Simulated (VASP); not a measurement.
# CoSiGe3 (P4/mmm) in VASP: notebook

The runs below take CoSiGe3 through single point, with PBE.

Program: VASP 6.6.1. These are calculated values, not measurements. Logs are shortened: lines on timing, memory, paths and dates and some standing lists are left out, and cuts for length are marked.

### 1 The cell of the first run

The structure is tetragonal, space group P4/mmm (No. 123). The conventional cell has a = 3.581 Å, b = 3.581 Å, c = 6.209 Å, α = 90.00°, β = 90.00°, γ = 90.00°. Within 3.7 Å of Co (site symmetry 4/mmm) lie 10 Ge at 2.82 to 3.10 Å and 4 Co at 3.58 Å. Within 2.6 Å of Si (site symmetry 4/mmm) lie 6 Ge at 1.86 to 2.53 Å. Ge (site symmetry 4mm) has 1 Si at 1.86 Å and 1 Ge at 2.49 Å within 2.5 Å. Ge (site symmetry 4/mmm) has 4 Si at 2.53 Å and 2 Co at 3.10 Å and 8 Ge at 3.14 Å within 3.3 Å.

The cell was generated, and may not be a known phase.

### 2 Single point, PBE, collinear spin, ferromagnetic start

INCAR

```
PREC     = Accurate       # precision mode
ENCUT    = 520            # plane-wave cutoff, eV
EDIFF    = 1E-6           # SCF threshold, eV
ISMEAR   = 0              # smearing method
SIGMA    = 0.1            # smearing width, eV
LREAL    = False          # projectors in reciprocal space
LASPH    = True           # aspherical terms in the spheres
NELM     = 150            # most SCF steps
ALGO     = Normal         # electronic algorithm
ISIF     = 2              # what is computed and relaxed
LWAVE    = False          # write WAVECAR
LCHARG   = True           # write CHGCAR
ISPIN    = 2              # spin polarisation
MAGMOM   = 3 0 0 0 0      # initial moments
LORBIT   = 11             # projections on sites
LMAXMIX  = 4              # l up to which the mixer works
GGA      = PE             # functional
LELF     = True           # ELF
LVHAR    = True         
NBANDS   = 40             # bands
```

KPOINTS

```
regular mesh
0
Gamma
  6 6 4
```

POSCAR

```
CoSiGe3
1.0
    3.5813805100      0.0000000000      0.0000000000
    0.0000000000      3.5813805100      0.0000000000
    0.0000000000      0.0000000000      6.2089256800
Co Si Ge
1 1 3
Direct
    0.0000000000      0.0000000000      0.5000000000
    0.5000000000      0.5000000000      0.0000000000
    0.5000000000      0.5000000000      0.2995324800
    0.5000000000      0.5000000000      0.7004675200
    0.0000000000      0.0000000000      0.0000000000
```

Potentials or basis: VASP PAW PBE potentials, release 64 (Co, Si, Ge_d).

Started as:

```console
cat potpaw_PBE.64/Co/POTCAR potpaw_PBE.64/Si/POTCAR potpaw_PBE.64/Ge_d/POTCAR > POTCAR
mpirun -np 1 vasp_std > vasp.out
```

OUTCAR:

```text
PREC = Accurate
   ENCUT = 520
   EDIFF = 1E-6
   ISMEAR = 0
   LREAL = False
   LASPH = True
   NELM = 150
   ISIF = 2
   ISPIN = 2
   LORBIT = 11
   GGA = PE

 ion  position               nearest neighbor table
   1  0.000  0.000  0.500-   3 2.82   4 2.82   3 2.82   4 2.82   3 2.82   4 2.82   3 2.82   4 2.82

   2  0.500  0.500  0.000-   3 1.86   4 1.86   5 2.53   5 2.53   5 2.53   5 2.53
   3  0.500  0.500  0.300-   2 1.86   4 2.49   1 2.82   1 2.82   1 2.82   1 2.82
   4  0.500  0.500  0.700-   2 1.86   3 2.49   1 2.82   1 2.82   1 2.82   1 2.82
   5  0.000  0.000  0.000-   2 2.53   2 2.53   2 2.53   2 2.53

  LATTYP: Found a simple tetragonal cell.
 ALAT       =     3.5813805100
 C/A-ratio  =     1.7336682496

  Lattice vectors:

 A1 = (   3.5813805100,   0.0000000000,   0.0000000000)
 A2 = (   0.0000000000,   3.5813805100,   0.0000000000)
 A3 = (   0.0000000000,   0.0000000000,   6.2089256800)

Analysis of symmetry for initial positions (statically):
=====================================================================
 Subroutine PRICEL returns:
 Original cell was already a primitive cell.

 Routine SETGRP: Setting up the symmetry group for a
 simple tetragonal supercell.

 Subroutine GETGRP returns: Found 16 space group operations
 (whereof 16 operations were pure point group operations)
 out of a pool of 16 trial point group operations.

The static configuration has the point symmetry D_4h.

Analysis of symmetry for dynamics (positions and initial velocities):
=====================================================================
 Subroutine PRICEL returns:
 Original cell was already a primitive cell.

 Routine SETGRP: Setting up the symmetry group for a
 simple tetragonal supercell.

 Subroutine GETGRP returns: Found 16 space group operations
 (whereof 16 operations were pure point group operations)
 out of a pool of 16 trial point group operations.

The dynamic configuration has the point symmetry D_4h.

Analysis of structural, dynamic, and magnetic symmetry:
=====================================================================
 Subroutine PRICEL returns:
 Original cell was already a primitive cell.

 Routine SETGRP: Setting up the symmetry group for a
 simple tetragonal supercell.

 Subroutine GETGRP returns: Found 16 space group operations
 (whereof 16 operations were pure point group operations)
 out of a pool of 16 trial point group operations.

The overall configuration has the point symmetry D_4h.

 Subroutine INISYM returns: Found 16 space group operations
 (whereof 16 operations are pure point group operations),
 and found     1 'primitive' translations

----------------------------------------------------------------------------------------

                                     Primitive cell

  volume of cell :      79.6375

  direct lattice vectors                    reciprocal lattice vectors
     3.581380510  0.000000000  0.000000000     0.279221936  0.000000000  0.000000000
     0.000000000  3.581380510  0.000000000     0.000000000  0.279221936  0.000000000
     0.000000000  0.000000000  6.208925680     0.000000000  0.000000000  0.161058459

  length of vectors
     3.581380510  3.581380510  6.208925680     0.279221936  0.279221936  0.161058459

  position of ions in fractional coordinates (direct lattice)
     0.000000000  0.000000000  0.500000000
     0.500000000  0.500000000  0.000000000
     0.500000000  0.500000000  0.299532480
     0.500000000  0.500000000  0.700467520
     0.000000000  0.000000000  0.000000000

  ion indices of the primitive-cell ions
   primitive index   ion index
                 1           1
                 2           2
                 3           3
                 4           4
                 5           5

----------------------------------------------------------------------------------------

 KPOINTS: regular mesh

Automatic generation of k-mesh.
 Grid dimensions read from file:
 generate k-points for:    6    6    4

 Generating k-lattice:

  Cartesian coordinates                     Fractional coordinates (reciprocal lattice)
     0.046536989  0.000000000  0.000000000     0.166666667  0.000000000  0.000000000
     0.000000000  0.046536989  0.000000000     0.000000000  0.166666667  0.000000000
     0.000000000  0.000000000  0.040264615     0.000000000  0.000000000  0.250000000

  Length of vectors
     0.046536989  0.046536989  0.040264615

  Shift w.r.t. Gamma in fractional coordinates (k-lattice)
     0.000000000  0.000000000  0.000000000

 Subroutine IBZKPT returns following result:
 ===========================================

 Found     30 irreducible k-points:

 Following reciprocal coordinates:
            Coordinates               Weight
  0.000000  0.000000  0.000000      1.000000
  0.166667  0.000000  0.000000      4.000000
  0.333333  0.000000  0.000000      4.000000
  0.500000  0.000000  0.000000      2.000000
  0.166667  0.166667  0.000000      4.000000
  0.333333  0.166667  0.000000      8.000000
[... 16 lines left out ...]
  0.333333  0.000000  0.500000      4.000000
  0.500000  0.000000  0.500000      2.000000
 [... further k-points ...]
   k-points           NKPTS =     30   k-points in BZ     NKDIM =     30   number of bands    NBANDS=     40
   number of dos      NEDOS =    301   number of ions     NIONS =      5
   total plane-waves  NPLWV =  37632
   dimension x,y,z NGX =    28 NGY =   28 NGZ =   48
   dimension x,y,z NGXF=    56 NGYF=   56 NGZF=   96
   ions per type =               1   1   3
   NGX,Y,Z   is equivalent  to a cutoff of  13.00, 13.00, 12.85 a.u.
   NGXF,Y,Z  is equivalent  to a cutoff of  25.99, 25.99, 25.70 a.u.
 SYSTEM =  unknown system
   PREC   = accura    normal or accurate (medium, high low for compatibility)
   ISTART =      0    job   : 0-new  1-cont  2-samecut
   ICHARG =      2    charge: 1-file 2-atom 10-const
   ISPIN  =      2    spin polarized calculation?
   LNONCOLLINEAR =      F non collinear calculations
   LSORBIT =      F    spin-orbit coupling
   LASPH  =      T    aspherical Exc in radial PAW
   ENCUT  =  520.0 eV  38.22 Ry    6.18 a.u.   6.66  6.66 11.54*2*pi/ulx,y,z
   NELM   =    150;   NELMIN=  2; NELMDL= -5     # of ELM steps
   EDIFF  = 0.1E-05   stopping-criterion for ELM
   LREAL  =      F    real-space projection
   EDIFFG = 0.1E-04   stopping-criterion for IOM
   NSW    =      0    number of steps for IOM
   IBRION =     -1    ionic relax: 0-MD 1-quasi-New 2-CG
   NFREE  =      0    steps in history (QN), initial steepest desc. (CG)
   ISIF   =      2    stress and relaxation
   ISYM   =      2    0-nonsym 1-usesym 2-fastsym
   POTIM  = 0.5000    time-step for ionic-motion
   TEBEG  =    0.0;   TEEND  =   0.0 temperature during run
   PSTRESS=    0.0 pullay stress
   NELECT =      55.0000    total number of electrons
   NUPDOWN=      -1.0000    fix difference up-down
   EMIN   =  10.00;   EMAX   =-10.00  energy-range for DOS
   EFERMI =   0.00;   METHOD = LEGACY
   ISMEAR =     0;   SIGMA  =   0.10  broadening in eV -4-tet -1-fermi 0-gaus
   EFERMI_NEDOS =   21; number of points for ismear=-14 and -15
   IALGO  =     38    algorithm
   IMIX   =      4    mixing-type and parameters
     AMIX     =   0.40;   BMIX     =  1.00
     AMIX_MAG =   1.60;   BMIX_MAG =  1.00
  volume/ion in A,a.u.               =      15.93       107.48
  Fermi-wavevector in a.u.,A,eV,Ry     =   1.447071  2.734568 28.490808  2.094015
  Thomas-Fermi vector in A             =   2.565068
   LORBIT       =     11    0 simple, 1 ext, 2 COOP (PROOUT), +10 PAW based schemes
   GGA     = PE    functional components
   LHFCALC =     F    Hartree Fock is set to
   AEXX    =    0.0000 exact exchange contribution
   IVDW    =     0    specifies the selected vdW correction
   LEPSILON=     F    determine dielectric tensor
   LRPA    =     F    only Hartree local field effects (RPA)
 spin polarized calculation
 Gauss-broadening in eV      SIGMA  =   0.10
  energy-cutoff  :      520.00
  volume of cell :       79.64
 maximum number of plane-waves:      2168
 NGX is ok and might be reduce to    28
   NGX = 13   NGY = 13   NGZ = 23

 number of electron      55.0000007 magnetization       1.0710225

 Free energy of the ion-electron system (eV)
  ---------------------------------------------------
  ext. energy  EPLUGINS =         0.00000000
  ---------------------------------------------------
  free energy    TOTEN  =       -18.43392348 eV

  energy without entropy =      -18.40710631  energy(sigma->0) =      -18.42051490

 E-fermi :   7.9146     XC(G=0): -11.5638

 val. band max:        7.9074810600   @ k =   0.5000   0.3333   0.0000
 cond. band min:       7.9391214225   @ k =   0.3333   0.1667   0.5000
 fundamental gap:      0.0316403625
 Fermi energy:         7.9145631547

 spin component 1

 k-point     1 :       0.0000    0.0000    0.0000
  band No.  band energies     occupation
      1     -17.4764      1.00000
      2     -17.2367      1.00000
      3     -17.1971      1.00000
      4     -17.1971      1.00000
      5     -17.1208      1.00000
      6     -17.1208      1.00000
[... 997 lines left out ...]
     38      17.7433      0.00000
     39      18.0165      0.00000

 [... further k-points ...]

 spin component 2

 k-point     1 :       0.0000    0.0000    0.0000
  band No.  band energies     occupation
      1     -17.4755      1.00000
      2     -17.2371      1.00000
      3     -17.1972      1.00000
      4     -17.1972      1.00000
      5     -17.1209      1.00000
      6     -17.1209      1.00000
[... 997 lines left out ...]
     38      17.7441      0.00000
     39      18.0799      0.00000

 [... further k-points ...]

 [bands above 39 left out]

------------------------ aborting loop because EDIFF is reached ----------------------------------------

  FORCE on cell =-STRESS in cart. coord.  units (eV):
  Direction    XX          YY          ZZ          XY          YZ          ZX
  --------------------------------------------------------------------------------------
  -------------------------------------------------------------------------------------
  Total       -1.6537229     -1.6537229     45.7909415      0.0000000     -0.0000000      0.0000000
  in kB      -33.2702390    -33.2702390    921.2399476      0.0000000     -0.0000000      0.0000000
  external PRESSURE =     284.8998232 kB  Pullay stress =       0.0000000 kB

 VOLUME and BASIS-vectors are now :
 -----------------------------------------------------------------------------
  energy-cutoff  :      520.00
  volume of cell :       79.64
      direct lattice vectors                 reciprocal lattice vectors
     3.581380510  0.000000000  0.000000000     0.279221936  0.000000000  0.000000000
     0.000000000  3.581380510  0.000000000     0.000000000  0.279221936  0.000000000
     0.000000000  0.000000000  6.208925680     0.000000000  0.000000000  0.161058459

 POSITION                                       TOTAL-FORCE (eV/Angst)
 -----------------------------------------------------------------------------------
      0.00000      0.00000      3.10446         0.000000      0.000000      0.000000
      1.79069      1.79069      0.00000         0.000000      0.000000      0.000000
      1.79069      1.79069      1.85977        -0.000000      0.000000     12.978438
      1.79069      1.79069      4.34915         0.000000     -0.000000    -12.978438
      0.00000      0.00000      0.00000         0.000000      0.000000      0.000000
 -----------------------------------------------------------------------------------
    total drift:                                0.000000      0.000000      0.000000

  FREE ENERGIE OF THE ION-ELECTRON SYSTEM (eV)
  ---------------------------------------------------
  free  energy   TOTEN  =       -18.4339234780 eV

  energy  without entropy=      -18.4071063134  energy(sigma->0) =      -18.42051490

 total charge

# of ion       s       p       d       tot
------------------------------------------
    1        0.304   0.244   7.330   7.878
    2        0.838   1.181   0.000   2.019
    3        1.212   1.325  10.094  12.632
    4        1.212   1.325  10.094  12.632
    5        1.231   1.071  10.049  12.350
--------------------------------------------------
tot          4.797   5.147  37.567  47.512

 magnetization (x)

# of ion       s       p       d       tot
------------------------------------------
    1        0.018   0.006   1.115   1.139
    2        0.000  -0.001   0.000  -0.001
    3        0.008  -0.017  -0.003  -0.012
    4        0.008  -0.017  -0.003  -0.012
    5        0.006  -0.009   0.001  -0.001
--------------------------------------------------
tot          0.040  -0.038   1.109   1.112
```

Wall time 2.3 min (1 thread of Intel Xeon Platinum 8559C (Emerald Rapids), shared host); peak memory 0.3 GiB.

What came out:

- Free energy: -18.4339 eV
- Pressure: 28.5 GPa
- Largest force: 12.978 eV/Å
- Net moment: 1.07 μB per cell
- Site moments: Co +1.14; Si -0.00; Ge -0.01, -0.00 (each value once) μB
- Valence electrons inside the program's atomic spheres: Co 7.88; Si 2.02; Ge 12.63, 12.35 (each value once)

Forces in eV/Å, atoms in the order of the input:
```
Co    0.000   0.000   0.000
Si    0.000   0.000   0.000
Ge    0.000   0.000  12.978
Ge    0.000   0.000 -12.978
Ge    0.000   0.000   0.000
```

Levels at points of the mesh, in eV from the Fermi level:
Spin up:
| k point | band 24 | band 25 | band 26 | band 27 | band 28 | band 29 | band 30 | band 31 | band 32 | band 33 |
| --- | --- | --- | --- | --- | --- | --- | --- | --- | --- | --- |
| (0.00, 0.00, 0.00) | -1.68 | -1.65 | -1.58 | 0.58 | 1.53 | 2.19 | 2.19 | 2.27 | 2.27 | 2.49 |
| (0.50, 0.00, 0.00) | -1.41 | -1.39 | -1.19 | -0.61 | 0.20 | 0.70 | 2.23 | 2.53 | 2.83 | 4.87 |
| (0.50, 0.50, 0.00) | -1.66 | -1.66 | -1.27 | -1.27 | -0.77 | -0.62 | 0.23 | 0.23 | 1.10 | 3.06 |
| (0.00, 0.00, 0.50) | -1.65 | -1.55 | -1.25 | -1.25 | -0.08 | -0.08 | 1.17 | 2.47 | 5.66 | 5.66 |
| (0.50, 0.00, 0.50) | -1.44 | -1.22 | -0.91 | -0.89 | -0.06 | 0.87 | 1.88 | 2.05 | 2.06 | 2.57 |
| (0.50, 0.50, 0.50) | -2.31 | -1.85 | -1.85 | -1.27 | -0.83 | -0.52 | -0.51 | 3.22 | 3.22 | 4.23 |
Spin down:
```tsv
k point	band 23	band 24	band 25	band 26	band 27	band 28	band 29	band 30	band 31	band 32
(0.00, 0.00, 0.00)	-0.92	-0.92	-0.63	-0.41	0.55	1.48	2.19	2.19	2.43	2.43
(0.50, 0.00, 0.00)	-0.93	-0.48	-0.41	-0.11	-0.05	0.20	0.71	2.28	2.50	3.01
(0.50, 0.50, 0.00)	-2.72	-1.67	-1.67	-0.67	-0.19	-0.05	0.44	0.85	0.85	1.35
(0.00, 0.00, 0.50)	-1.16	-0.83	-0.42	-0.42	-0.41	-0.09	-0.09	1.55	2.47	5.69
(0.50, 0.00, 0.50)	-1.29	-0.89	-0.61	-0.32	-0.09	-0.05	0.96	2.20	2.26	2.39
(0.50, 0.50, 0.50)	-3.77	-2.02	-1.17	-1.17	-0.84	-0.05	0.36	0.65	3.45	3.45
```

Caveat: the stress differs along the axes, from -3 to 92 GPa; forces of over 1 eV/Å act on the atoms, so gaps and moduli don't describe the material at rest.

(Continued in part 2 of 2.)
